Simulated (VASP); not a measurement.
# VSi15 (F-43m) in VASP: single point with PBEsol+U

Aim: the single point of VSi15 with PBEsol+U.

Program: VASP 6.6.1. These are calculated values, not measurements. Logs are shortened: lines on timing, memory, paths and dates and some standing lists are left out, and cuts for length are marked.

### Step 1. The cell of the first run

Symmetry: F-43m, No. 216, cubic system. The conventional cell has a = 10.874 Å, b = 10.874 Å, c = 10.874 Å, α = 90.00°, β = 90.00°, γ = 90.00°. V (site symmetry -43m) has 4 Si at 2.45 Å within 3.2 Å. Si (site symmetry 2mm) has 4 Si at 2.33 to 2.35 Å within 3.1 Å. Within 3.1 Å of Si (site symmetry -43m) lie 4 Si at 2.35 Å. Si (site symmetry 3m) has 3 Si at 2.33 Å and 1 V at 2.45 Å within 3.1 Å. Si (site symmetry 3m) has 4 Si at 2.35 Å within 3.1 Å.

### Step 2. Single point, PBEsol+U

File INCAR:

```
PREC     = Accurate       # precision mode
ENCUT    = 520            # plane-wave cutoff, eV
EDIFF    = 1E-7           # SCF threshold, eV
ISMEAR   = 0              # smearing method
SIGMA    = 0.05           # smearing width, eV
LREAL    = Auto         
LASPH    = True           # aspherical terms in the spheres
NELM     = 150            # most SCF steps
ALGO     = Normal         # electronic algorithm
ISIF     = 2              # what is computed and relaxed
LWAVE    = False          # write WAVECAR
LCHARG   = False          # write CHGCAR
LMAXMIX  = 4              # l up to which the mixer works
LDAU     = True           # DFT+U
LDAUTYPE = 2            
LDAUL    = 2 -1           # shell
LDAUU    = 3 0            # U, eV
LDAUJ    = 0 0          
LDAUPRINT= 1            
GGA      = PS             # functional
NBANDS   = 50             # bands
```

File KPOINTS:

```
regular mesh
0
Gamma
  3 3 3
```

File POSCAR:

```
VSi15
1.0
    0.0000000000      5.4370000000      5.4370000000
    5.4370000000      0.0000000000      5.4370000000
    5.4370000000      5.4370000000      0.0000000000
V Si
1 15
Direct
    0.0000000000      1.0000000000      0.0000000000
    0.9989704830      0.9989704830      0.5010295170
    0.9989704830      0.5010295170      0.9989704830
    0.9989704830      0.5010295170      0.5010295170
    0.5010295170      0.9989704830      0.9989704830
    0.5010295170      0.9989704830      0.5010295170
    0.5010295170      0.5010295170      0.9989704830
    0.5000000000      0.5000000000      0.5000000000
    0.1302364601      0.1302364601      0.1302364601
    0.1302364601      0.1302364601      0.6092906198
    0.1302364601      0.6092906198      0.1302364601
    0.1259483344      0.6246838885      0.6246838885
    0.6092906198      0.1302364601      0.1302364601
    0.6246838885      0.1259483344      0.6246838885
    0.6246838885      0.6246838885      0.1259483344
    0.6246838885      0.6246838885      0.6246838885
```

Potentials or basis: VASP PAW PBE potentials, release 64 (V_sv, Si).

Command:

```bash
cat potpaw_PBE.64/V_sv/POTCAR potpaw_PBE.64/Si/POTCAR > POTCAR
mpirun -np 1 vasp_std > vasp.out
```

OUTCAR:

```text
PREC = Accurate
   ENCUT = 520
   EDIFF = 1E-7
   ISMEAR = 0
   LREAL = Auto
   LASPH = True
   NELM = 150
   ISIF = 2
   GGA = PS

 ion  position               nearest neighbor table
   1  0.000  0.000  0.000-  10 2.45  11 2.45  13 2.45   9 2.45
   2  0.999  0.999  0.501-   9 2.33  10 2.33  12 2.35  14 2.35
   3  0.999  0.501  0.999-   9 2.33  11 2.33  12 2.35  15 2.35
   4  0.999  0.501  0.501-  10 2.33  11 2.33  12 2.35  16 2.35
   5  0.501  0.999  0.999-   9 2.33  13 2.33  14 2.35  15 2.35
   6  0.501  0.999  0.501-  10 2.33  13 2.33  14 2.35  16 2.35
[... 8 lines left out ...]
  15  0.625  0.625  0.126-   8 2.35   7 2.35   3 2.35   5 2.35
  16  0.625  0.625  0.625-   8 2.35   6 2.35   7 2.35   4 2.35

  LATTYP: Found a face centered cubic cell.
 ALAT       =    10.8740000000

  Lattice vectors:

 A1 = (   0.0000000000,   5.4370000000,   5.4370000000)
 A2 = (   5.4370000000,   0.0000000000,   5.4370000000)
 A3 = (   5.4370000000,   5.4370000000,   0.0000000000)

Analysis of symmetry for initial positions (statically):
=====================================================================
 Subroutine PRICEL returns:
 Original cell was already a primitive cell.

 Routine SETGRP: Setting up the symmetry group for a
 face centered cubic supercell.

 Subroutine GETGRP returns: Found 24 space group operations
 (whereof 24 operations were pure point group operations)
 out of a pool of 48 trial point group operations.

The static configuration has the point symmetry T_d .

Analysis of symmetry for dynamics (positions and initial velocities):
=====================================================================
 Subroutine PRICEL returns:
 Original cell was already a primitive cell.

 Routine SETGRP: Setting up the symmetry group for a
 face centered cubic supercell.

 Subroutine GETGRP returns: Found 24 space group operations
 (whereof 24 operations were pure point group operations)
 out of a pool of 48 trial point group operations.

The dynamic configuration has the point symmetry T_d .

 Subroutine INISYM returns: Found 24 space group operations
 (whereof 24 operations are pure point group operations),
 and found     1 'primitive' translations

----------------------------------------------------------------------------------------

                                     Primitive cell

  volume of cell :     321.4460

  direct lattice vectors                    reciprocal lattice vectors
     0.000000000  5.437000000  5.437000000    -0.091962479  0.091962479  0.091962479
     5.437000000  0.000000000  5.437000000     0.091962479 -0.091962479  0.091962479
     5.437000000  5.437000000  0.000000000     0.091962479  0.091962479 -0.091962479

  length of vectors
     7.689079139  7.689079139  7.689079139     0.159283687  0.159283687  0.159283687

  position of ions in fractional coordinates (direct lattice)
     0.000000000  0.000000000  0.000000000
     0.998970483  0.998970483  0.501029517
     0.998970483  0.501029517  0.998970483
     0.998970483  0.501029517  0.501029517
     0.501029517  0.998970483  0.998970483
     0.501029517  0.998970483  0.501029517
[... 8 lines left out ...]
     0.624683889  0.624683889  0.125948334
     0.624683889  0.624683889  0.624683889

  ion indices of the primitive-cell ions
   primitive index   ion index
                 1           1
                 2           2
                 3           3
                 4           4
                 5           5
                 6           6
[... 8 lines left out ...]
                15          15
                16          16

----------------------------------------------------------------------------------------

 KPOINTS: regular mesh

Automatic generation of k-mesh.
 Grid dimensions read from file:
 generate k-points for:    3    3    3

 Generating k-lattice:

  Cartesian coordinates                     Fractional coordinates (reciprocal lattice)
    -0.030654160  0.030654160  0.030654160     0.333333333  0.000000000  0.000000000
     0.030654160 -0.030654160  0.030654160     0.000000000  0.333333333  0.000000000
     0.030654160  0.030654160 -0.030654160     0.000000000  0.000000000  0.333333333

  Length of vectors
     0.053094562  0.053094562  0.053094562

  Shift w.r.t. Gamma in fractional coordinates (k-lattice)
     0.000000000  0.000000000  0.000000000

 Subroutine IBZKPT returns following result:
 ===========================================

 Found      4 irreducible k-points:

 Following reciprocal coordinates:
            Coordinates               Weight
  0.000000  0.000000  0.000000      1.000000
  0.333333  0.000000  0.000000      8.000000
  0.333333  0.333333  0.000000      6.000000
 -0.333333  0.333333  0.000000     12.000000
   k-points           NKPTS =      4   k-points in BZ     NKDIM =      4   number of bands    NBANDS=     50
   number of dos      NEDOS =    301   number of ions     NIONS =     16
   total plane-waves  NPLWV = 216000
   dimension x,y,z NGX =    60 NGY =   60 NGZ =   60
   dimension x,y,z NGXF=   120 NGYF=  120 NGZF=  120
   ions per type =               1  15
   NGX,Y,Z   is equivalent  to a cutoff of  12.97, 12.97, 12.97 a.u.
   NGXF,Y,Z  is equivalent  to a cutoff of  25.95, 25.95, 25.95 a.u.
 SYSTEM =  unknown system
   PREC   = accura    normal or accurate (medium, high low for compatibility)
   ISTART =      0    job   : 0-new  1-cont  2-samecut
   ICHARG =      2    charge: 1-file 2-atom 10-const
   ISPIN  =      1    spin polarized calculation?
   LNONCOLLINEAR =      F non collinear calculations
   LSORBIT =      F    spin-orbit coupling
   LASPH  =      T    aspherical Exc in radial PAW
   ENCUT  =  520.0 eV  38.22 Ry    6.18 a.u.  14.30 14.30 14.30*2*pi/ulx,y,z
   NELM   =    150;   NELMIN=  2; NELMDL= -5     # of ELM steps
   EDIFF  = 0.1E-06   stopping-criterion for ELM
   LREAL  =      T    real-space projection
   EDIFFG = 0.1E-05   stopping-criterion for IOM
   NSW    =      0    number of steps for IOM
   IBRION =     -1    ionic relax: 0-MD 1-quasi-New 2-CG
   NFREE  =      0    steps in history (QN), initial steepest desc. (CG)
   ISIF   =      2    stress and relaxation
   ISYM   =      2    0-nonsym 1-usesym 2-fastsym
   POTIM  = 0.5000    time-step for ionic-motion
   TEBEG  =    0.0;   TEEND  =   0.0 temperature during run
   PSTRESS=    0.0 pullay stress
   NELECT =      73.0000    total number of electrons
   NUPDOWN=      -1.0000    fix difference up-down
   EMIN   =  10.00;   EMAX   =-10.00  energy-range for DOS
   EFERMI =   0.00;   METHOD = LEGACY
   ISMEAR =     0;   SIGMA  =   0.05  broadening in eV -4-tet -1-fermi 0-gaus
   EFERMI_NEDOS =   21; number of points for ismear=-14 and -15
   IALGO  =     38    algorithm
   IMIX   =      4    mixing-type and parameters
     AMIX     =   0.40;   BMIX     =  1.00
     AMIX_MAG =   1.60;   BMIX_MAG =  1.00
  volume/ion in A,a.u.               =      20.09       135.58
  Fermi-wavevector in a.u.,A,eV,Ry     =   0.998803  1.887464 13.573270  0.997607
  Thomas-Fermi vector in A             =   2.131051
   LORBIT       =      0    0 simple, 1 ext, 2 COOP (PROOUT), +10 PAW based schemes
 LDA+U is selected, type is set to LDAUTYPE =  2
   angular momentum for each species LDAUL =     2   -1
   U (eV)           for each species LDAUU =   3.0  0.0
   J (eV)           for each species LDAUJ =   0.0  0.0
   GGA     = PS    functional components
   LHFCALC =     F    Hartree Fock is set to
   AEXX    =    0.0000 exact exchange contribution
   IVDW    =     0    specifies the selected vdW correction
   LEPSILON=     F    determine dielectric tensor
   LRPA    =     F    only Hartree local field effects (RPA)
 non-spin polarized calculation
 Gauss-broadening in eV      SIGMA  =   0.05
  energy-cutoff  :      520.00
  volume of cell :      321.45
 maximum number of plane-waves:      8682
 NGX is ok and might be reduce to    60
   NGX = 29   NGY = 29   NGZ = 29

atom =   1  type =  1  l = 2

 onsite density matrix

spin component  1

  0.4331  0.0000 -0.0000 -0.0000  0.0000
  0.0000  0.4331  0.0000  0.0000  0.0000
 -0.0000  0.0000  0.0984 -0.0000  0.0000
 -0.0000  0.0000 -0.0000  0.4331 -0.0000
  0.0000  0.0000  0.0000 -0.0000  0.0984

spin component  2

  0.4331  0.0000 -0.0000 -0.0000  0.0000
  0.0000  0.4331  0.0000  0.0000  0.0000
 -0.0000  0.0000  0.0984 -0.0000  0.0000
 -0.0000  0.0000 -0.0000  0.4331 -0.0000
  0.0000  0.0000  0.0000 -0.0000  0.0984

 occupancies and eigenvectors

  o =  0.0984  v =  0.0000  0.0000  0.0358  0.0000 -0.9994  0.0000  0.0000  0.0000  0.0000  0.0000      0.0000  0.0000  0.0000  0.0000  0.0000  0.0000  0.0000  0.0000  0.0000  0.0000
  o =  0.0984  v =  0.0000  0.0000  0.0000  0.0000  0.0000  0.0000  0.0000  0.0358  0.0000 -0.9994      0.0000  0.0000  0.0000  0.0000  0.0000  0.0000  0.0000  0.0000  0.0000  0.0000
  o =  0.0984  v =  0.0000  0.0000  0.0000  0.0000  0.0000  0.0000  0.0000  0.9994 -0.0000  0.0358      0.0000  0.0000  0.0000  0.0000  0.0000  0.0000  0.0000  0.0000  0.0000  0.0000
  o =  0.0984  v =  0.0000  0.0000  0.9994 -0.0000  0.0358  0.0000  0.0000  0.0000  0.0000  0.0000      0.0000  0.0000  0.0000  0.0000  0.0000  0.0000  0.0000  0.0000  0.0000  0.0000
  o =  0.4331  v =  0.0000  0.0000  0.0000  0.0000  0.0000  0.0000 -0.2079  0.0000  0.9782  0.0000      0.0000  0.0000  0.0000  0.0000  0.0000  0.0000  0.0000  0.0000  0.0000  0.0000
  o =  0.4331  v =  0.0000 -0.2079  0.0000  0.9782  0.0000  0.0000  0.0000  0.0000  0.0000  0.0000      0.0000  0.0000  0.0000  0.0000  0.0000  0.0000  0.0000  0.0000  0.0000  0.0000
  o =  0.4331  v =  0.0000 -0.9782  0.0000 -0.2079 -0.0000  0.0000  0.0000  0.0000  0.0000  0.0000      0.0000  0.0000  0.0000  0.0000  0.0000  0.0000  0.0000  0.0000  0.0000  0.0000
  o =  0.4331  v =  0.0000  0.0000  0.0000  0.0000  0.0000  0.0000 -0.9782  0.0000 -0.2079 -0.0000      0.0000  0.0000  0.0000  0.0000  0.0000  0.0000  0.0000  0.0000  0.0000  0.0000
  o =  0.4331  v =  1.0000  0.0000  0.0000  0.0000  0.0000  0.0000  0.0000  0.0000  0.0000  0.0000      0.0000  0.0000  0.0000  0.0000  0.0000  0.0000  0.0000  0.0000  0.0000  0.0000
  o =  0.4331  v =  0.0000  0.0000  0.0000  0.0000  0.0000  1.0000  0.0000  0.0000  0.0000  0.0000      0.0000  0.0000  0.0000  0.0000  0.0000  0.0000  0.0000  0.0000  0.0000  0.0000

 number of electron      73.0000004 magnetization

 Free energy of the ion-electron system (eV)
  ---------------------------------------------------
  ext. energy  EPLUGINS =         0.00000000
  ---------------------------------------------------
  free energy    TOTEN  =       -89.56892369 eV

  energy without entropy =      -89.55645203  energy(sigma->0) =      -89.56268786

 E-fermi :   6.0224     XC(G=0):  -9.6226

 val. band max:        5.8824900600   @ k =   0.3333   0.3333   0.0000
 cond. band min:       6.0260943730   @ k =  -0.3333   0.3333   0.0000
 fundamental gap:      0.1436043131
 Fermi energy:         6.0223967114

 k-point     1 :       0.0000    0.0000    0.0000
  band No.  band energies     occupation
      1     -58.6464      2.00000
      2     -32.6036      2.00000
      3     -32.6036      2.00000
      4     -32.6036      2.00000
      5      -6.1312      2.00000
      6      -3.9354      2.00000
[... 40 lines left out ...]
     47       7.4034      0.00000
     48       8.2141      0.00000
[... 151 lines left out ...]
     47       9.0347      0.00000
     48       9.1708      0.00000
 [bands above 48 left out]

------------------------ aborting loop because EDIFF is reached ----------------------------------------

  FORCE on cell =-STRESS in cart. coord.  units (eV):
  Direction    XX          YY          ZZ          XY          YZ          ZX
  --------------------------------------------------------------------------------------
  -------------------------------------------------------------------------------------
  Total        1.6328295      1.6328295      1.6328295     -0.0000000      0.0000000      0.0000000
  in kB        8.1384822      8.1384822      8.1384822     -0.0000000      0.0000000      0.0000000
  external PRESSURE =       8.1384822 kB  Pullay stress =       0.0000000 kB

 VOLUME and BASIS-vectors are now :
 -----------------------------------------------------------------------------
  energy-cutoff  :      520.00
  volume of cell :      321.45
      direct lattice vectors                 reciprocal lattice vectors
     0.000000000  5.437000000  5.437000000    -0.091962479  0.091962479  0.091962479
     5.437000000  0.000000000  5.437000000     0.091962479 -0.091962479  0.091962479
     5.437000000  5.437000000  0.000000000     0.091962479  0.091962479 -0.091962479

 POSITION                                       TOTAL-FORCE (eV/Angst)
 -----------------------------------------------------------------------------------
      0.00000      0.00000      0.00000         0.000000      0.000000      0.000000
      8.15550      8.15550     10.86281         0.000000      0.000000     -0.208970
      8.15550     10.86281      8.15550         0.000000     -0.208970      0.000000
      5.44819      8.15550      8.15550         0.208970      0.000000      0.000000
     10.86281      8.15550      8.15550        -0.208970      0.000000      0.000000
      8.15550      5.44819      8.15550         0.000000      0.208970      0.000000
[... 8 lines left out ...]
      4.08119      4.08119      6.79281         0.021225      0.021225     -0.021225
      6.79281      6.79281      6.79281        -0.021225     -0.021225     -0.021225
 -----------------------------------------------------------------------------------
    total drift:                                0.000000      0.000000      0.000000

  FREE ENERGIE OF THE ION-ELECTRON SYSTEM (eV)
  ---------------------------------------------------
  free  energy   TOTEN  =       -89.5689236932 eV

  energy  without entropy=      -89.5564520347  energy(sigma->0) =      -89.56268786
```

Wall time 2.8 min (1 thread of Intel Xeon Platinum 8259CL at 2.50GHz (Skylake/Cascade Lake), shared host); peak memory 0.47 GiB.

Results:

```yaml
Free_energy: -89.5689 eV
Pressure: 0.8 GPa
Largest_force: 0.654 eV/Å
Band_gap_on_the_k_mesh: zero (an odd number of electrons rules out a gap without spin polarisation)
```

Forces in eV/Å, atoms in the order of the input:
```
V    0.000  0.000  0.000
Si   0.000  0.000 -0.209
Si   0.000 -0.209  0.000
Si   0.209  0.000  0.000
Si  -0.209  0.000  0.000
Si   0.000  0.209  0.000
Si   0.000  0.000  0.209
Si   0.000  0.000  0.000
Si  -0.377 -0.377 -0.377
Si   0.377  0.377 -0.377
Si   0.377 -0.377  0.377
Si  -0.021  0.021  0.021
Si  -0.377  0.377  0.377
Si   0.021 -0.021  0.021
Si   0.021  0.021 -0.021
Si  -0.021 -0.021 -0.021
```

Levels at points of the mesh, in eV from the Fermi level:
```csv
k point,band 34,band 35,band 36,band 37,band 38,band 39
"(0.00, 0.00, 0.00)",-0.75,-0.75,-0.75,-0.32,-0.32,0.38
```

Eigenvalues of the final occupation matrices:
| site | spin | trace | eigenvalues |
| --- | --- | --- | --- |
| site 1 d | 1 | 1.50 | 0.10 0.10 0.43 0.43 0.43 |
| site 1 d | 2 | 1.50 | 0.10 0.10 0.43 0.43 0.43 |

Caveat: the PAW data sets were made with another functional, which shifts forces and pressure a little; an odd number of electrons without spin polarisation forces a metal; a magnetic or distorted state may lie lower; U without spin polarisation on a metal has little footing; the U is typed as a test and isn't derived for this compound.

The gap in the log of VASP goes by the Fermi energy; the results here count the filled bands.